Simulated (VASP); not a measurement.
**CrB2: relaxation of cell and atoms with LDA**

The system is CrB2.

```
Cr B
1.0
     2.94704    0.00000    0.00000
    -1.47352    2.55221    0.00000
     0.00000    0.00000    2.85171
Cr B
1 2
Direct
  0.00000 0.00000 0.00000
  0.33333 0.66667 0.50000
  0.66667 0.33333 0.50000
```

| Quantity | Value |
| --- | --- |
| Program | VASP 6.6.1 |
| Task | relaxation of cell and atoms |
| Functional | LDA |
| Potentials or basis | VASP PAW LDA potentials, release 64 (Cr_pv, B) |
| Cutoff | 600 eV |
| k mesh | 18 × 18 × 14 |
| Occupations | fermi-dirac, width 0.15 eV |
| Spin | no spin polarisation |
| Dipole correction | no |
| Further INCAR settings | ALGO = Normal; EDIFF = 1e-07; IBRION = 2; EDIFFG = -0.001; NSW = 80; ISIF = 3 |

```yaml
Relaxed_volume: 7.18 Å³/atom
Relaxed_cell: a = 2.948 Å, b = 2.948 Å, c = 2.863 Å, α = 90.00°, β = 90.00°, γ = 120.00°
Space_group_after_relaxing_to_0.1_Å: P6/mmm (No. 191)
Energy_gained_by_relaxing: 0.2 meV/atom
Ionic_steps: 7
Pressure_after_relaxing: 0.0 GPa
Band_gap_on_the_k_mesh: zero (bands 9 and 10 overlap by 1.97 eV)
```

The path:
```csv
step,energy change (eV),largest force (eV/Å),pressure (GPa),volume (Å³)
1,0.0000,0.0000,1.39,21.45
2,-0.0001,0.0000,-1.48,21.64
3,-0.0005,0.0000,-0.11,21.55
4,-0.0005,0.0000,-0.07,21.55
5,-0.0006,0.0000,-0.02,21.55
6,-0.0006,0.0000,0.05,21.55
7,-0.0006,0.0000,0.02,21.55
```

Final structure:
```cif
data_structure
_symmetry_space_group_name_H-M 'P 1'
_symmetry_Int_Tables_number 1
_cell_length_a 2.9480
_cell_length_b 2.9480
_cell_length_c 2.8635
_cell_angle_alpha 90.000
_cell_angle_beta 90.000
_cell_angle_gamma 120.000
_cell_volume 21.55
loop_
_atom_site_label
_atom_site_type_symbol
_atom_site_fract_x
_atom_site_fract_y
_atom_site_fract_z
_atom_site_occupancy
Cr1 Cr 0.00000 0.00000 0.00000 1
B1 B 0.33333 0.66667 0.50000 1
B2 B 0.66667 0.33333 0.50000 1
```

Levels at points of the mesh, in eV from the Fermi level:
| k point | band 6 | band 7 | band 8 | band 9 | band 10 | band 11 | band 12 | band 13 |
| --- | --- | --- | --- | --- | --- | --- | --- | --- |
| (0.00, 0.00, 0.00) | -4.61 | -3.77 | -2.23 | -0.33 | -0.33 | 2.70 | 2.70 | 4.74 |
| (0.50, 0.00, 0.00) | -4.71 | -4.08 | -4.03 | -0.70 | 0.14 | 0.72 | 3.84 | 5.12 |
| (0.00, 0.00, 0.50) | -2.59 | -2.59 | -1.61 | -1.61 | -1.45 | -1.45 | 0.41 | 5.12 |
| (0.50, 0.00, 0.50) | -6.41 | -5.57 | -4.96 | 0.38 | 0.55 | 2.94 | 3.09 | 3.89 |

Wall time 96 s on 1 thread of Intel(R) Xeon(R) 6975P-C (Granite Rapids), with other jobs on the host, peak memory 0.22 GiB.

Caveat: the run has no spin polarisation, though such a crystal can be magnetic. Spin polarisation is off, so any magnetic state and its effect on volume and gap are missing.
